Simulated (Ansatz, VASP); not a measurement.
**One calculation of TiO2, two programs**

```
Ti O
1.0
     6.23455   -1.90825    0.00000
     6.23455    1.90825    0.00000
    -1.95370    0.00000    6.41225
Ti O
4 8
Direct
  0.90007 0.90007 0.28960
  0.19529 0.19529 0.28376
  0.09993 0.09993 0.71040
  0.80471 0.80471 0.71624
  0.36193 0.36193 0.29340
  0.26349 0.26349 0.65250
  0.86719 0.86719 0.99529
  0.73651 0.73651 0.34750
  0.94165 0.94165 0.63002
  0.13281 0.13281 0.00471
  0.63807 0.63807 0.70660
  0.05835 0.05835 0.36998
```

Alike in both runs: task single point; functional revPBE; dispersion D4; k mesh 8 × 8 × 4; occupations fermi-dirac, width 0.05 eV; no spin polarisation.

|  | VASP | Ansatz |
| --- | --- | --- |
| version | VASP 6.6.1 | Ansatz 0.2.0 |
| potentials or method | VASP PAW PBE potentials, release 64 (Ti_sv, O) | Ansatz PAW |
| plane-wave cutoff (eV) | 520 | 420 |
| valence electrons in the cell | 96 | 96 |

Ansatz gave:

```
gap on the k mesh at the Fermi level (eV)                     : 2.64
least direct gap on the mesh (eV)                             : 2.79
pressure (GPa)                                                : -11.0
traceless stress, the component that is largest in VASP (GPa) : -0.26
rms of the force components (eV/Å)                            : 0.174
```

Question: What did VASP give for the same quantities?

Answer: gap on the k mesh at the Fermi level (eV): 2.62; least direct gap on the mesh (eV): 2.77; pressure (GPa): -10.5; traceless stress, the component that is largest in VASP (GPa): -0.23; rms of the force components (eV/Å): 0.158.

VASP's potentials were made for PBE, not for revPBE. Atom by atom the forces differ by 0.018 eV/Å (rms over components).
